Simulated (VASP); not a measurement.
# ZnSe (F-43m) in VASP: a series of runs

Runs on ZnSe. Level: PBE. Tasks: relaxation of cell and atoms, single point.

All numbers are computed with VASP 6.6.1; they aren't measurements. Logs are shortened: lines on timing, memory, paths and dates and some standing lists are left out, and cuts for length are marked.

## (1) The cell of the first run

Symmetry: F-43m, No. 216, cubic system. The conventional cell has a = 5.057 Å, b = 5.057 Å, c = 5.057 Å, α = 90.00°, β = 90.00°, γ = 90.00°. Zn (site symmetry -43m) has 4 Se at 2.19 Å within 2.9 Å. Within 2.9 Å of Se (site symmetry -43m) lie 4 Zn at 2.19 Å.

## (2) Relaxation of cell and atoms, PBE, target pressure 50 GPa, at which the enthalpy is minimised

The input, INCAR:

```
PREC = Accurate ; ENCUT = 500
EDIFF = 1E-7 ; ISMEAR = 0
SIGMA = 0.01 ; LREAL = F
LASPH = T ; NELM = 120
ALGO = Normal ; ISIF = 3
LWAVE = F ; LCHARG = F
GGA = PE ; IBRION = 2
NSW = 80 ; EDIFFG = -0.001
PSTRESS = 500.0 ; GGA_COMPAT = F
NELMIN = 4
```

The input, KPOINTS:

```
Automatic mesh
0
Gamma
  10 10 10
```

The input, POSCAR:

```
ZnSe
1.0
    0.0000000000      2.5285127901      2.5285127901
    2.5285127901      0.0000000000      2.5285127901
    2.5285127901      2.5285127901      0.0000000000
Zn Se
1 1
Direct
    0.0000000000      0.0000000000      0.0000000000
    0.7500000000      0.7500000000      0.7500000000
```

Potentials or basis: VASP PAW PBE potentials, release 64 (Zn, Se).

Run with:

```
cat potpaw_PBE.64/Zn/POTCAR potpaw_PBE.64/Se/POTCAR > POTCAR
mpirun -np 1 vasp_std > vasp.out
```

OUTCAR:

```text
PREC = Accurate
   ENCUT = 500
   EDIFF = 1E-7
   ISMEAR = 0
   LREAL = F
   LASPH = T
   NELM = 120
   ISIF = 3
   GGA = PE
   IBRION = 2
   NSW = 80
   EDIFFG = -0.001
   PSTRESS = 500.0
   NELMIN = 4

 ion  position               nearest neighbor table
   1  0.000  0.000  0.000-   2 2.19   2 2.19   2 2.19   2 2.19
   2  0.750  0.750  0.750-   1 2.19   1 2.19   1 2.19   1 2.19

  LATTYP: Found a face centered cubic cell.
 ALAT       =     5.0570255802

  Lattice vectors:

 A1 = (   0.0000000000,   2.5285127901,   2.5285127901)
 A2 = (   2.5285127901,   0.0000000000,   2.5285127901)
 A3 = (   2.5285127901,   2.5285127901,   0.0000000000)

Analysis of symmetry for initial positions (statically):
=====================================================================
 Subroutine PRICEL returns:
 Original cell was already a primitive cell.

 Routine SETGRP: Setting up the symmetry group for a
 face centered cubic supercell.

 Subroutine GETGRP returns: Found 24 space group operations
 (whereof 24 operations were pure point group operations)
 out of a pool of 48 trial point group operations.

The static configuration has the point symmetry T_d .

Analysis of symmetry for dynamics (positions and initial velocities):
=====================================================================
 Subroutine PRICEL returns:
 Original cell was already a primitive cell.

 Routine SETGRP: Setting up the symmetry group for a
 face centered cubic supercell.

 Subroutine GETGRP returns: Found 24 space group operations
 (whereof 24 operations were pure point group operations)
 out of a pool of 48 trial point group operations.

The dynamic configuration has the point symmetry T_d .

 Subroutine INISYM returns: Found 24 space group operations
 (whereof 24 operations are pure point group operations),
 and found     1 'primitive' translations

----------------------------------------------------------------------------------------

                                     Primitive cell

  volume of cell :      32.3315

  direct lattice vectors                    reciprocal lattice vectors
     0.000000000  2.528512790  2.528512790    -0.197744699  0.197744699  0.197744699
     2.528512790  0.000000000  2.528512790     0.197744699 -0.197744699  0.197744699
     2.528512790  2.528512790  0.000000000     0.197744699  0.197744699 -0.197744699

  length of vectors
[... 101 lines left out ...]
     AMIX     =   0.40;   BMIX     =  1.00
     AMIX_MAG =   1.60;   BMIX_MAG =  1.00
  volume/ion in A,a.u.               =      16.17       109.09
  Fermi-wavevector in a.u.,A,eV,Ry     =   1.346761  2.545009 24.677771  1.813765
  Thomas-Fermi vector in A             =   2.474567
   LORBIT       =      0    0 simple, 1 ext, 2 COOP (PROOUT), +10 PAW based schemes
   GGA     = PE    functional components
   LHFCALC =     F    Hartree Fock is set to
   AEXX    =    0.0000 exact exchange contribution
   IVDW    =     0    specifies the selected vdW correction
   LEPSILON=     F    determine dielectric tensor
   LRPA    =     F    only Hartree local field effects (RPA)
 conjugate gradient relaxation of ions
 non-spin polarized calculation
 Gauss-broadening in eV      SIGMA  =   0.01
  energy-cutoff  :      500.00
  volume of cell :       32.33
 maximum number of plane-waves:       869
 NGX is ok and might be reduce to    28
   NGX = 13   NGY = 13   NGZ = 13

--------------------------------------- Ionic step        1  -------------------------------------------

 number of electron      18.0000015 magnetization

 Free energy of the ion-electron system (eV)
  ---------------------------------------------------
  ext. energy  EPLUGINS =         0.00000000
  ---------------------------------------------------
  free energy    TOTEN  =        -4.36147133 eV

  energy without entropy =       -4.36147133  energy(sigma->0) =       -4.36147133

------------------------ aborting loop because EDIFF is reached ----------------------------------------

  FORCE on cell =-STRESS in cart. coord.  units (eV):
  Direction    XX          YY          ZZ          XY          YZ          ZX
  --------------------------------------------------------------------------------------
  -------------------------------------------------------------------------------------
  Total       10.2673236     10.2673236     10.2673236      0.0000000      0.0000000     -0.0000000
  in kB      508.7944590    508.7944590    508.7944590      0.0000000      0.0000000     -0.0000000
  external PRESSURE =       8.7944590 kB  Pullay stress =     500.0000000 kB
[... 63 lines left out ...]
--------------------------------------- Ionic step        3  -------------------------------------------

 number of electron      18.0000014 magnetization

 Free energy of the ion-electron system (eV)
  ---------------------------------------------------
  ext. energy  EPLUGINS =         0.00000000
  ---------------------------------------------------
  free energy    TOTEN  =        -4.39661522 eV

  energy without entropy =       -4.39661522  energy(sigma->0) =       -4.39661522

 E-fermi :   5.3271     XC(G=0): -10.9606

 val. band max:        5.1967388141   @ k =   0.0000   0.0000   0.0000
 cond. band min:       7.1828980506   @ k =   0.5000   0.5000   0.0000
 fundamental gap:      1.9861592365
 Fermi energy:         5.3271419706

 k-point     1 :       0.0000    0.0000    0.0000
  band No.  band energies     occupation
      1     -10.9067      2.00000
      2      -3.2485      2.00000
      3      -3.2485      2.00000
      4      -3.2485      2.00000
      5      -2.5014      2.00000
      6      -2.5014      2.00000
      7       5.1967      2.00000
      8       5.1967      2.00000
      9       5.1967      2.00000
     10       8.0142      0.00000
     11      10.6594      0.00000
     12      10.6594      0.00000
     13      10.6594      0.00000
[... 354 lines left out ...]
  band No.  band energies     occupation
      1      -9.3614      2.00000
      2      -3.4854      2.00000
      3      -2.8848      2.00000
      4      -2.8825      2.00000
      5      -2.4987      2.00000
      6      -2.4203      2.00000
      7       0.0196      2.00000
      8       1.8251      2.00000
      9       2.1680      2.00000
     10       8.0117      0.00000
     11       9.3102      0.00000
     12      14.8580      0.00000
     13      15.5366      0.00000

 [... further k-points ...]

------------------------ aborting loop because EDIFF is reached ----------------------------------------

  FORCE on cell =-STRESS in cart. coord.  units (eV):
  Direction    XX          YY          ZZ          XY          YZ          ZX
  --------------------------------------------------------------------------------------
  -------------------------------------------------------------------------------------
  Total       10.1235865     10.1235865     10.1235865      0.0000000     -0.0000000     -0.0000000
  in kB      499.9447650    499.9447650    499.9447650      0.0000000     -0.0000000     -0.0000000
  external PRESSURE =      -0.0552350 kB  Pullay stress =     500.0000000 kB
[... 21 lines left out ...]
  energy  without entropy=       -4.3966152174  energy(sigma->0) =       -4.39661522

  enthalpy is  TOTEN    =         5.7280897244 eV   P V=       10.1247049418

 reached required accuracy - stopping structural energy minimisation
```

Run time: 33 s. Hardware: 1 thread of AMD EPYC 9R45 (Zen 5), shared host; peak memory 0.14 GiB.

Results:

```
Free energy                                            : -4.3966 eV
Relaxed volume                                         : 16.22 Å³/atom
Relaxed cell                                           : a = 3.580 Å, b = 3.580 Å, c = 3.580 Å, α = 60.00°, β = 60.00°, γ = 60.00°
Space group after relaxing (to 0.05 Å)                 : F-43m (No. 216)
Energy change on relaxing (the enthalpy is what falls) : -17.6 meV/atom
Ionic steps                                            : 3
Pressure after relaxing                                : 50.0 GPa
Band gap on the k mesh                                 : 1.99 eV, indirect (least direct gap 2.82 eV)
```

The path:
```
step  energy change (eV)  largest force (eV/Å)  pressure (GPa)  volume (Å³)
   1              0.0000                0.0000           50.88        32.33
   2             -0.1282                0.0000           47.73        32.75
   3             -0.0351                0.0000           49.99        32.44
```

Final structure:
```
Zn Se
1.0
     0.00000    2.53142    2.53142
     2.53142    0.00000    2.53142
     2.53142    2.53142    0.00000
Zn Se
1 1
Direct
  0.00000 0.00000 0.00000
  0.75000 0.75000 0.75000
```

Caveat: the cell is relaxed towards a set pressure, so the enthalpy falls and the energy may rise. Zero-point motion and thermal expansion aren't in these numbers.

## (3) Single point, PBE

This run uses another cell than the first one, of 20.27 Å³/atom, 1.254 times its volume.

The input, INCAR:

```
PREC     = Accurate       # precision mode
ENCUT    = 520            # plane-wave cutoff, eV
EDIFF    = 1E-7           # SCF threshold, eV
ISMEAR   = 0              # smearing method
SIGMA    = 0.01           # smearing width, eV
LREAL    = F              # projectors in reciprocal space
LASPH    = T              # aspherical terms in the spheres
NELM     = 60             # most SCF steps
ALGO     = Normal         # electronic algorithm
ISIF     = 2              # what is computed and relaxed
LWAVE    = F              # write WAVECAR
LCHARG   = F              # write CHGCAR
GGA      = PE             # functional
NBANDS   = 16             # bands
```

The input, KPOINTS:

```
Automatic mesh
0
Gamma
  8 8 8
```

The input, POSCAR:

```
ZnSe
1.0
    0.0000000000      2.7263647585      2.7263647585
    2.7263647585      0.0000000000      2.7263647585
    2.7263647585      2.7263647585      0.0000000000
Zn Se
1 1
Direct
    0.0000000000      0.0000000000      0.0000000000
    0.7500000000      0.7500000000      0.7500000000
```

Potentials or basis: VASP PAW PBE potentials, release 64 (Zn, Se).

Run with:

```
cat potpaw_PBE.64/Zn/POTCAR potpaw_PBE.64/Se/POTCAR > POTCAR
mpirun -np 1 vasp_std > vasp.out
```

OUTCAR:

```text
PREC = Accurate
   ENCUT = 520
   EDIFF = 1E-7
   ISMEAR = 0
   LREAL = F
   LASPH = T
   NELM = 60
   ISIF = 2
   GGA = PE

 ion  position               nearest neighbor table
   1  0.000  0.000  0.000-   2 2.36   2 2.36   2 2.36   2 2.36
   2  0.750  0.750  0.750-   1 2.36   1 2.36   1 2.36   1 2.36

  LATTYP: Found a face centered cubic cell.
 ALAT       =     5.4527295170

  Lattice vectors:

 A1 = (   0.0000000000,   2.7263647585,   2.7263647585)
 A2 = (   2.7263647585,   0.0000000000,   2.7263647585)
 A3 = (   2.7263647585,   2.7263647585,   0.0000000000)

Analysis of symmetry for initial positions (statically):
=====================================================================
 Subroutine PRICEL returns:
 Original cell was already a primitive cell.

 Routine SETGRP: Setting up the symmetry group for a
 face centered cubic supercell.

 Subroutine GETGRP returns: Found 24 space group operations
 (whereof 24 operations were pure point group operations)
 out of a pool of 48 trial point group operations.

The static configuration has the point symmetry T_d .

Analysis of symmetry for dynamics (positions and initial velocities):
[... 162 lines left out ...]
 val. band max:        2.6824288519   @ k =   0.0000   0.0000   0.0000
 cond. band min:       4.4627246007   @ k =   0.0000   0.0000   0.0000
 fundamental gap:      1.7802957488
 Fermi energy:         2.7454435979

 k-point     1 :       0.0000    0.0000    0.0000
  band No.  band energies     occupation
      1     -11.3963      2.00000
      2      -4.3599      2.00000
      3      -4.3599      2.00000
      4      -4.3599      2.00000
      5      -3.8757      2.00000
      6      -3.8757      2.00000
[... 433 lines left out ...]
      3      -4.1825      2.00000
      4      -3.9336      2.00000
      5      -3.8690      2.00000
      6      -3.6099      2.00000
[... 8 lines left out ...]
     15      15.8329      0.00000
     16      16.8058      0.00000

 [... further k-points ...]

------------------------ aborting loop because EDIFF is reached ----------------------------------------

  FORCE on cell =-STRESS in cart. coord.  units (eV):
  Direction    XX          YY          ZZ          XY          YZ          ZX
  --------------------------------------------------------------------------------------
  -------------------------------------------------------------------------------------
  Total        3.1228266      3.1228266      3.1228266      0.0000000      0.0000000      0.0000000
  in kB      123.4458755    123.4458755    123.4458755      0.0000000      0.0000000      0.0000000
  external PRESSURE =     123.4458755 kB  Pullay stress =       0.0000000 kB

 VOLUME and BASIS-vectors are now :
 -----------------------------------------------------------------------------
  energy-cutoff  :      520.00
  volume of cell :       40.53
      direct lattice vectors                 reciprocal lattice vectors
     0.000000000  2.726364758  2.726364758    -0.183394389  0.183394389  0.183394389
     2.726364758  0.000000000  2.726364758     0.183394389 -0.183394389  0.183394389
     2.726364758  2.726364758  0.000000000     0.183394389  0.183394389 -0.183394389

 POSITION                                       TOTAL-FORCE (eV/Angst)
 -----------------------------------------------------------------------------------
      0.00000      0.00000      0.00000         0.000000     -0.000000     -0.000000
      4.08955      4.08955      4.08955        -0.000000      0.000000      0.000000
 -----------------------------------------------------------------------------------
    total drift:                               -0.000000     -0.000000     -0.000000

  FREE ENERGIE OF THE ION-ELECTRON SYSTEM (eV)
  ---------------------------------------------------
  free  energy   TOTEN  =        -5.8069456667 eV

  energy  without entropy=       -5.8069456667  energy(sigma->0) =       -5.80694567
```

OSZICAR:

```text
N       E                     dE             d eps       ncg     rms          rms(c)
DAV:   1     0.878072504175E+02    0.87807E+02   -0.87692E+03   928   0.133E+03
DAV:   2    -0.641170566312E+00   -0.88448E+02   -0.83226E+02  1008   0.253E+02
DAV:   3    -0.606012474918E+01   -0.54190E+01   -0.53980E+01  1144   0.622E+01
DAV:   4    -0.610174252471E+01   -0.41618E-01   -0.41614E-01  1104   0.560E+00
DAV:   5    -0.610192491839E+01   -0.18239E-03   -0.18239E-03  1168   0.356E-01    0.595E+00
DAV:   6    -0.582994466803E+01    0.27198E+00   -0.54349E-01  1312   0.259E+01    0.443E+00
DAV:   7    -0.580726480681E+01    0.22680E-01   -0.17791E-01  1064   0.396E+00    0.185E+00
DAV:   8    -0.580675772860E+01    0.50708E-03   -0.51779E-03  1328   0.954E-01    0.494E-01
DAV:   9    -0.580685394819E+01   -0.96220E-04   -0.12802E-03  1040   0.282E-01    0.620E-02
DAV:  10    -0.580696005213E+01   -0.10610E-03   -0.28181E-04  1232   0.157E-01    0.298E-02
DAV:  11    -0.580694478610E+01    0.15266E-04   -0.53782E-05  1136   0.808E-02    0.886E-03
DAV:  12    -0.580694540799E+01   -0.62189E-06   -0.69887E-06  1160   0.179E-02    0.230E-03
DAV:  13    -0.580694563750E+01   -0.22951E-06   -0.50686E-07  1088   0.521E-03    0.661E-04
DAV:  14    -0.580694566672E+01   -0.29215E-07   -0.22891E-08   832   0.215E-03
   1 F= -.58069457E+01 E0= -.58069457E+01  d E =-.187917E-21
```

It took 21 s on 1 thread of Intel Xeon Platinum 8259CL at 2.50GHz (Skylake/Cascade Lake), shared host; peak memory 0.17 GiB.

What came out:

- Free energy: -5.8069 eV
- Pressure: 12.3 GPa
- Band gap on the k mesh: 1.78 eV, direct

Levels at points of the mesh, in eV from the valence-band top:
```
           k point  band 6  band 7  band 8  band 9  band 10  band 11  band 12  band 13
(0.00, 0.00, 0.00)   -6.56    0.00    0.00    0.00     1.78     5.74     5.74     5.74
(0.50, 0.00, 0.00)   -6.36   -6.03   -1.05   -1.05     2.74     6.33     6.33     8.83
(0.50, 0.50, 0.00)   -6.34   -5.28   -2.64   -2.64     2.69     3.40    11.66    12.06
```

## (4) Single point, PBE

This run uses another cell than the first one, of 23.55 Å³/atom, 1.457 times its volume.

The input, INCAR:

```
  ALGO = Normal
  EDIFF = 1E-6
  ENCUT = 520
  GGA = PE
  ISIF = 2
  ISMEAR = 0
  LASPH = T
  LCHARG = T
  LELF = T
  LREAL = F
  LVHAR = T
  LWAVE = F
  NBANDS = 16
  NELM = 60
  PREC = Accurate
  SIGMA = 0.01
```

The input, KPOINTS:

```
k-points
0
Gamma
  8 8 8
```

The input, POSCAR:

```
ZnSe
1.0
    0.0000000000      2.8663043623      2.8663043623
    2.8663043623      0.0000000000      2.8663043623
    2.8663043623      2.8663043623      0.0000000000
Zn Se
1 1
Direct
    0.0000000000      0.0000000000      0.0000000000
    0.7500000000      0.7500000000      0.7500000000
```

Run with:

```
cat potpaw_PBE.64/Zn/POTCAR potpaw_PBE.64/Se/POTCAR > POTCAR
mpirun -np 1 vasp_std > vasp.out
```

Run time: 20 s. Hardware: 1 thread of Intel Xeon Platinum 8259CL at 2.50GHz (Skylake/Cascade Lake), shared host; peak memory 0.17 GiB.

The run converged. Its results:

| Item | Value |
| --- | --- |
| Free energy | -6.0324 eV |
| Pressure | 0.2 GPa |
| Band gap on the k mesh | 1.15 eV, direct |

Levels at points of the mesh, in eV from the valence-band top:
```csv
k point,band 6,band 7,band 8,band 9,band 10,band 11,band 12,band 13
"(0.00, 0.00, 0.00)",-6.09,0.00,0.00,0.00,1.15,5.81,5.81,5.81
"(0.50, 0.00, 0.00)",-5.94,-5.01,-0.82,-0.82,2.48,6.38,6.38,8.48
"(0.50, 0.50, 0.00)",-5.92,-4.61,-2.07,-2.07,3.06,3.46,10.49,11.01
```

## (5) Summary

```csv
task,cell,k mesh,cutoff (eV),gap on the mesh (eV),pressure (GPa)
relaxation of cell and atoms,"relaxed to 50 GPa from a = 3.576 Å, angles 60.0°, 2 atoms",10 × 10 × 10,500,1.99,50.0
single point,"a = 3.856 Å, angles 60.0°, 2 atoms",8 × 8 × 8,520,1.78,12.3
single point,"a = 4.054 Å, angles 60.0°, 2 atoms",8 × 8 × 8,520,1.15,0.2
```

Alike in all rows: level PBE; potentials or basis VASP PAW PBE potentials, release 64 (Zn, Se); no spin polarisation; smearing gaussian 0.01 eV.

Caveats: the cell is relaxed towards a set pressure, so the enthalpy falls and the energy may rise (some runs).

Total energies depend on the potentials used, so only differences within one code and one set of settings carry meaning.
